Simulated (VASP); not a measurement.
## GaSb3: single point with PBEsol+D3(BJ)

The system is GaSb3.

```xyz
4
Lattice="0.0000 3.5858 3.5858 3.5858 0.0000 3.5858 3.5858 3.5858 0.0000" Properties=species:S:1:pos:R:3 pbc="T T T"
Ga    0.0000    0.0000    0.0000
Sb    1.7929    1.7929    1.7929
Sb    5.3787    5.3787    5.3787
Sb    3.5858    3.5858    3.5858
```

```
Program             : VASP 6.6.1
Task                : single point
Functional          : PBEsol
Dispersion          : D3(BJ)
Potentials or basis : VASP PAW PBE potentials, release 64 (Ga_d, Sb)
Cutoff              : 520 eV
k mesh              : 10 × 10 × 10
Occupations         : gaussian, width 0.1 eV
Spin                : no spin polarisation
```

```
Pressure                   : 0.1 GPa
Band gap on the k mesh     : zero (band 14 reaches 10.33 eV, above the bottom of band 15 at 6.16 eV)
Dispersion energy per atom : -0.493 eV
```

Levels at points of the mesh, in eV from the Fermi level:
| k point | band 10 | band 11 | band 12 | band 13 | band 14 | band 15 | band 16 | band 17 | band 18 | band 19 |
| --- | --- | --- | --- | --- | --- | --- | --- | --- | --- | --- |
| (0.00, 0.00, 0.00) | -2.89 | -2.89 | -2.68 | -2.68 | -2.68 | -2.57 | -0.86 | -0.86 | -0.86 | 3.35 |
| (0.50, 0.00, 0.00) | -3.96 | -3.96 | -2.98 | -2.98 | -0.05 | 0.29 | 2.29 | 2.29 | 3.10 | 3.10 |
| (0.50, 0.50, 0.00) | -5.81 | -5.81 | 1.14 | 1.28 | 1.28 | 1.52 | 2.14 | 2.14 | 2.46 | 4.14 |

It took 55 s on 1 thread of Intel(R) Xeon(R) 6975P-C (Granite Rapids) (shared host), peak memory 0.29 GiB.

Caveat: the PAW data sets were made with another functional, which shifts forces and pressure a little; spin-orbit coupling is left out, which moves the levels of the heavy elements; pairwise dispersion overbinds metals, which lowers pressure and volume.
